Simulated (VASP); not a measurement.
# MgO (P6_3/mmc) in VASP: relaxation of cell and atoms with PBE

Aim: the relaxation of cell and atoms of MgO with PBE.

Program: VASP 6.6.1. These are calculated values, not measurements. Logs are shortened: lines on timing, memory, paths and dates and some standing lists are left out, and cuts for length are marked.

## 1. The cell of the first run

Symmetry: P6_3/mmc, No. 194, hexagonal system. Conventional cell: a = 3.008 Å, b = 3.008 Å, c = 14.735 Å, α = 90.00°, β = 90.00°, γ = 120.00°. Within 2.8 Å of Mg (site symmetry -6m2) lie 6 O at 2.13 Å. Within 2.8 Å of Mg (site symmetry 3m) lie 6 O at 2.13 Å. Within 2.8 Å of O (site symmetry 3m) lie 6 Mg at 2.13 Å and 1 O at 2.46 Å. O (site symmetry -3m) has 6 Mg at 2.13 Å within 2.8 Å.

## 2. Relaxation of cell and atoms, PBE

Contents of INCAR:

```
SYSTEM = MgO
PREC = Accurate ; ENCUT = 600
EDIFF = 1E-6 ; ISMEAR = 0
SIGMA = 0.02 ; LREAL = .False.
LASPH = .True. ; NELM = 60
ALGO = Normal ; ISIF = 3
LWAVE = .False. ; LCHARG = .False.
GGA = PE ; IBRION = 2
NSW = 65 ; EDIFFG = -0.01
```

Contents of KPOINTS:

```
regular mesh
0
Gamma
  9 9 2
  0 0 0
```

Contents of POSCAR:

```
MgO
1.0
    3.0078485001      0.0000000000      0.0000000000
   -1.5039242501      2.6048732118      0.0000000000
    0.0000000000      0.0000000000     14.7351063036
Mg O
6 6
Direct
    0.0000000000      0.0000000000      0.0000000000
    0.3333333333      0.6666666667      0.1666666667
    0.6666666667      0.3333333333      0.3333333333
    0.0000000000      0.0000000000      0.5000000000
    0.6666666667      0.3333333333      0.6666666667
    0.3333333333      0.6666666667      0.8333333333
    0.6666666667      0.3333333333      0.0833333333
    0.0000000000      0.0000000000      0.2500000000
    0.3333333333      0.6666666667      0.4166666667
    0.3333333333      0.6666666667      0.5833333333
    0.0000000000      0.0000000000      0.7500000000
    0.6666666667      0.3333333333      0.9166666667
```

Potentials or basis: VASP PAW PBE potentials, release 64 (Mg, O).

Started as:

```sh
cat potpaw_PBE.64/Mg/POTCAR potpaw_PBE.64/O/POTCAR > POTCAR
mpirun -np 1 vasp_std > vasp.out
```

OUTCAR:

```text
SYSTEM = MgO
   PREC = Accurate
   ENCUT = 600
   EDIFF = 1E-6
   ISMEAR = 0
   LREAL = .False.
   LASPH = .True.
   NELM = 60
   ISIF = 3
   GGA = PE
   IBRION = 2
   NSW = 65
   EDIFFG = -0.01

 ion  position               nearest neighbor table
   1  0.000  0.000  0.000-   7 2.13  12 2.13   7 2.13  12 2.13   7 2.13  12 2.13   2 3.01   6 3.01
                             2 3.01   6 3.01   2 3.01   6 3.01
   2  0.333  0.667  0.167-   8 2.13   8 2.13   8 2.13   7 2.13   7 2.13   7 2.13   3 3.01   3 3.01
                             3 3.01   1 3.01   1 3.01   1 3.01
   3  0.667  0.333  0.333-   8 2.13   8 2.13   8 2.13   9 2.13   9 2.13   9 2.13   2 3.01   2 3.01
                             2 3.01   4 3.01   4 3.01   4 3.01
   4  0.000  0.000  0.500-   9 2.13  10 2.13   9 2.13  10 2.13   9 2.13  10 2.13   3 3.01   5 3.01
                             3 3.01   5 3.01   3 3.01   5 3.01
   5  0.667  0.333  0.667-  11 2.13  11 2.13  11 2.13  10 2.13  10 2.13  10 2.13   6 3.01   6 3.01
                             6 3.01   4 3.01   4 3.01   4 3.01
   6  0.333  0.667  0.833-  11 2.13  11 2.13  11 2.13  12 2.13  12 2.13  12 2.13   5 3.01   5 3.01
                             5 3.01   1 3.01   1 3.01   1 3.01
   7  0.667  0.333  0.083-   1 2.13   1 2.13   1 2.13   2 2.13   2 2.13   2 2.13
   8  0.000  0.000  0.250-   2 2.13   3 2.13   3 2.13   2 2.13   3 2.13   2 2.13
   9  0.333  0.667  0.417-   4 2.13   4 2.13   4 2.13   3 2.13   3 2.13   3 2.13
  10  0.333  0.667  0.583-   4 2.13   4 2.13   4 2.13   5 2.13   5 2.13   5 2.13
  11  0.000  0.000  0.750-   5 2.13   6 2.13   5 2.13   6 2.13   5 2.13   6 2.13
  12  0.667  0.333  0.917-   1 2.13   1 2.13   1 2.13   6 2.13   6 2.13   6 2.13

  LATTYP: Found a hexagonal cell.
 ALAT       =     3.0078485001
 C/A-ratio  =     4.8988857993

  Lattice vectors:

 A1 = (   3.0078485001,   0.0000000000,   0.0000000000)
 A2 = (  -1.5039242501,   2.6048732118,   0.0000000000)
 A3 = (   0.0000000000,   0.0000000000,  14.7351063036)

Analysis of symmetry for initial positions (statically):
=====================================================================
 Subroutine PRICEL returns:
 Original cell was already a primitive cell.

 Routine SETGRP: Setting up the symmetry group for a
 hexagonal supercell.

 Subroutine GETGRP returns: Found 24 space group operations
 (whereof 12 operations were pure point group operations)
 out of a pool of 24 trial point group operations.

The static configuration has the point symmetry D_3h.
 The point group associated with its full space group is D_6h.

Analysis of symmetry for dynamics (positions and initial velocities):
=====================================================================
 Subroutine PRICEL returns:
 Original cell was already a primitive cell.

 Routine SETGRP: Setting up the symmetry group for a
 hexagonal supercell.

 Subroutine GETGRP returns: Found 24 space group operations
 (whereof 12 operations were pure point group operations)
 out of a pool of 24 trial point group operations.

The dynamic configuration has the point symmetry D_3h.
 The point group associated with its full space group is D_6h.

 Subroutine INISYM returns: Found 24 space group operations
 (whereof 12 operations are pure point group operations),
 and found     1 'primitive' translations

----------------------------------------------------------------------------------------

                                     Primitive cell

  volume of cell :     115.4505

  direct lattice vectors                    reciprocal lattice vectors
     3.007848500  0.000000000  0.000000000     0.332463553  0.191947922  0.000000000
    -1.503924250  2.604873212  0.000000000     0.000000000  0.383895844  0.000000000
     0.000000000  0.000000000 14.735106304     0.000000000  0.000000000  0.067865136

  length of vectors
     3.007848500  3.007848500 14.735106304     0.383895844  0.383895844  0.067865136

  position of ions in fractional coordinates (direct lattice)
     0.000000000  0.000000000  0.000000000
     0.333333333  0.666666667  0.166666667
     0.666666667  0.333333333  0.333333333
     0.000000000  0.000000000  0.500000000
     0.666666667  0.333333333  0.666666667
     0.333333333  0.666666667  0.833333333
     0.666666667  0.333333333  0.083333333
     0.000000000  0.000000000  0.250000000
     0.333333333  0.666666667  0.416666667
     0.333333333  0.666666667  0.583333333
     0.000000000  0.000000000  0.750000000
     0.666666667  0.333333333  0.916666667

  ion indices of the primitive-cell ions
   primitive index   ion index
                 1           1
                 2           2
                 3           3
                 4           4
                 5           5
                 6           6
                 7           7
                 8           8
                 9           9
                10          10
                11          11
                12          12

----------------------------------------------------------------------------------------

 KPOINTS: regular mesh

Automatic generation of k-mesh.
 Grid dimensions read from file:
 generate k-points for:    9    9    2

 Generating k-lattice:

  Cartesian coordinates                     Fractional coordinates (reciprocal lattice)
     0.036940395  0.021327547  0.000000000     0.111111111 -0.000000000  0.000000000
     0.000000000  0.042655094  0.000000000     0.000000000  0.111111111  0.000000000
     0.000000000  0.000000000  0.033932568     0.000000000  0.000000000  0.500000000

  Length of vectors
     0.042655094  0.042655094  0.033932568

  Shift w.r.t. Gamma in fractional coordinates (k-lattice)
     0.000000000  0.000000000  0.000000000

 Subroutine IBZKPT returns following result:
 ===========================================

 Found     24 irreducible k-points:

 Following reciprocal coordinates:
            Coordinates               Weight
  0.000000  0.000000  0.000000      1.000000
  0.111111  0.000000  0.000000      6.000000
  0.222222  0.000000  0.000000      6.000000
  0.333333  0.000000  0.000000      6.000000
  0.444444  0.000000  0.000000      6.000000
  0.111111  0.111111  0.000000      6.000000
[... 16 lines left out ...]
  0.333333  0.222222  0.500000     12.000000
  0.333333  0.333333  0.500000      2.000000
   k-points           NKPTS =     24   k-points in BZ     NKDIM =     24   number of bands    NBANDS=     31
   number of dos      NEDOS =    301   number of ions     NIONS =     12
   total plane-waves  NPLWV =  69120
   dimension x,y,z NGX =    24 NGY =   24 NGZ =  120
   dimension x,y,z NGXF=    48 NGYF=   48 NGZF=  240
   ions per type =               6   6
   NGX,Y,Z   is equivalent  to a cutoff of  13.26, 13.26, 13.54 a.u.
   NGXF,Y,Z  is equivalent  to a cutoff of  26.53, 26.53, 27.08 a.u.
 SYSTEM =  MgO
   PREC   = accura    normal or accurate (medium, high low for compatibility)
   ISTART =      0    job   : 0-new  1-cont  2-samecut
   ICHARG =      2    charge: 1-file 2-atom 10-const
   ISPIN  =      1    spin polarized calculation?
   LNONCOLLINEAR =      F non collinear calculations
   LSORBIT =      F    spin-orbit coupling
   LASPH  =      T    aspherical Exc in radial PAW
   ENCUT  =  600.0 eV  44.10 Ry    6.64 a.u.   6.01  6.01 29.43*2*pi/ulx,y,z
   NELM   =     60;   NELMIN=  2; NELMDL= -5     # of ELM steps
   EDIFF  = 0.1E-05   stopping-criterion for ELM
   LREAL  =      F    real-space projection
   EDIFFG = -.1E-01   stopping-criterion for IOM
   NSW    =     65    number of steps for IOM
   IBRION =      2    ionic relax: 0-MD 1-quasi-New 2-CG
   NFREE  =      1    steps in history (QN), initial steepest desc. (CG)
   ISIF   =      3    stress and relaxation
   ISYM   =      2    0-nonsym 1-usesym 2-fastsym
   POTIM  = 0.5000    time-step for ionic-motion
   TEBEG  =    0.0;   TEEND  =   0.0 temperature during run
   PSTRESS=    0.0 pullay stress
   NELECT =      48.0000    total number of electrons
   NUPDOWN=      -1.0000    fix difference up-down
   EMIN   =  10.00;   EMAX   =-10.00  energy-range for DOS
   EFERMI =   0.00;   METHOD = LEGACY
   ISMEAR =     0;   SIGMA  =   0.02  broadening in eV -4-tet -1-fermi 0-gaus
   EFERMI_NEDOS =   21; number of points for ismear=-14 and -15
   IALGO  =     38    algorithm
   IMIX   =      4    mixing-type and parameters
     AMIX     =   0.40;   BMIX     =  1.00
     AMIX_MAG =   1.60;   BMIX_MAG =  1.00
  volume/ion in A,a.u.               =       9.62        64.92
  Fermi-wavevector in a.u.,A,eV,Ry     =   1.221865  2.308990 20.312881  1.492955
  Thomas-Fermi vector in A             =   2.357032
   LORBIT       =      0    0 simple, 1 ext, 2 COOP (PROOUT), +10 PAW based schemes
   GGA     = PE    functional components
   LHFCALC =     F    Hartree Fock is set to
   AEXX    =    0.0000 exact exchange contribution
   IVDW    =     0    specifies the selected vdW correction
   LEPSILON=     F    determine dielectric tensor
   LRPA    =     F    only Hartree local field effects (RPA)
 conjugate gradient relaxation of ions
 non-spin polarized calculation
 Gauss-broadening in eV      SIGMA  =   0.02
  energy-cutoff  :      600.00
  volume of cell :      115.45
 maximum number of plane-waves:      3906
   NGX = 13   NGY = 13   NGZ = 59

--------------------------------------- Ionic step        1  -------------------------------------------

 number of electron      47.9999996 magnetization

 Free energy of the ion-electron system (eV)
  ---------------------------------------------------
  ext. energy  EPLUGINS =         0.00000000
  ---------------------------------------------------
  free energy    TOTEN  =       -70.33241224 eV

  energy without entropy =      -70.33241224  energy(sigma->0) =      -70.33241224

------------------------ aborting loop because EDIFF is reached ----------------------------------------

  FORCE on cell =-STRESS in cart. coord.  units (eV):
  Direction    XX          YY          ZZ          XY          YZ          ZX
  --------------------------------------------------------------------------------------
  -------------------------------------------------------------------------------------
  Total       -1.9189350     -1.9189350      6.4233858      0.0000000      0.0000000      0.0000000
  in kB      -26.6302368    -26.6302368     89.1412603      0.0000000      0.0000000      0.0000000
  external PRESSURE =      11.9602622 kB  Pullay stress =       0.0000000 kB
[... 261 lines left out ...]
  energy  without entropy=      -70.5288987113  energy(sigma->0) =      -70.52889871

--------------------------------------- Ionic step        7  -------------------------------------------

 number of electron      48.0000005 magnetization

 Free energy of the ion-electron system (eV)
  ---------------------------------------------------
  ext. energy  EPLUGINS =         0.00000000
  ---------------------------------------------------
  free energy    TOTEN  =       -70.52894451 eV

  energy without entropy =      -70.52894451  energy(sigma->0) =      -70.52894451

 E-fermi :   3.2737     XC(G=0): -10.9149

 val. band max:        3.1292863844   @ k =   0.1111   0.0000   0.0000
 cond. band min:       7.0126227356   @ k =   0.0000   0.0000   0.0000
 fundamental gap:      3.8833363512
 Fermi energy:         3.2737057109

 k-point     1 :       0.0000    0.0000    0.0000
  band No.  band energies     occupation
      1     -14.1306      2.00000
      2     -13.8713      2.00000
      3     -13.8533      2.00000
      4     -13.2807      2.00000
      5     -13.2333      2.00000
      6     -12.9086      2.00000
[... 844 lines left out ...]
  FREE ENERGIE OF THE ION-ELECTRON SYSTEM (eV)
  ---------------------------------------------------
  free  energy   TOTEN  =       -70.5289445094 eV

  energy  without entropy=      -70.5289445094  energy(sigma->0) =      -70.52894451

 reached required accuracy - stopping structural energy minimisation
```

It used 1000 s of CPU time on 1 thread of AMD EPYC 7R13 Processor (Zen 3), on a shared host.

Results:

| Item | Value |
| --- | --- |
| Free energy | -70.5289 eV |
| Relaxed volume | 9.66 Å³/atom |
| Relaxed cell | a = 2.985 Å, b = 2.985 Å, c = 15.026 Å, α = 90.00°, β = 90.00°, γ = 120.00° |
| Space group after relaxing (to 0.05 Å) | P6_3/mmc (No. 194) |
| Energy gained by relaxing | 16.4 meV/atom |
| Ionic steps | 7 |
| Pressure after relaxing | 0.1 GPa |
| Largest force after relaxing | 0.003 eV/Å |
| Band gap on the k mesh | 3.88 eV, indirect (least direct gap 3.91 eV) |

Forces on the atoms (eV/Å):
```
Mg   0.000  0.000  0.000
Mg   0.000  0.000  0.003
Mg   0.000  0.000 -0.003
Mg   0.000  0.000  0.000
Mg   0.000  0.000  0.003
Mg   0.000  0.000 -0.003
O    0.000  0.000  0.000
O    0.000  0.000  0.000
O    0.000  0.000  0.000
O    0.000  0.000  0.000
O    0.000  0.000  0.000
O    0.000  0.000  0.000
```

The path:
| step | energy change (eV) | largest force (eV/Å) | pressure (GPa) | volume (Å³) |
| --- | --- | --- | --- | --- |
| 1 | 0.0000 | 1.0750 | 1.20 | 115.45 |
| 2 | -0.1813 | 0.3548 | -0.75 | 116.61 |
| 3 | -0.1844 | 0.3350 | -0.56 | 116.48 |
| 4 | -0.1955 | 0.0672 | 0.03 | 115.99 |
| 5 | -0.1955 | 0.0645 | -0.01 | 116.01 |
| 6 | -0.1965 | 0.0162 | 0.06 | 115.97 |
| 7 | -0.1965 | 0.0031 | 0.08 | 115.96 |

Final structure:
```yaml
crystal:
  lattice:
    - [2.98517, 0.00000, 0.00000]
    - [-1.49259, 2.58523, 0.00000]
    - [0.00000, 0.00000, 15.02611]
  atoms:
    - { symbol: Mg, position: [0.00000, 0.00000, 0.00000] }
    - { symbol: Mg, position: [0.33333, 0.66667, 0.16833] }
    - { symbol: Mg, position: [0.66667, 0.33333, 0.33167] }
    - { symbol: Mg, position: [0.00000, 0.00000, 0.50000] }
    - { symbol: Mg, position: [0.66667, 0.33333, 0.66833] }
    - { symbol: Mg, position: [0.33333, 0.66667, 0.83167] }
    - { symbol: O, position: [0.66667, 0.33333, 0.08689] }
    - { symbol: O, position: [0.00000, 0.00000, 0.25000] }
    - { symbol: O, position: [0.33333, 0.66667, 0.41311] }
    - { symbol: O, position: [0.33333, 0.66667, 0.58689] }
    - { symbol: O, position: [0.00000, 0.00000, 0.75000] }
    - { symbol: O, position: [0.66667, 0.33333, 0.91311] }
```

Levels at points of the mesh, in eV from the valence-band top:
| k point | band 22 | band 23 | band 24 | band 25 | band 26 | band 27 |
| --- | --- | --- | --- | --- | --- | --- |
| (0.00, 0.00, 0.00) | -0.04 | -0.04 | -0.03 | 3.88 | 4.83 | 5.84 |
| (0.00, 0.00, 0.50) | -0.09 | -0.09 | -0.09 | 4.29 | 4.29 | 6.43 |

A k mesh can miss the band edges. As with any semilocal functional, this PBE gap is likely too small.
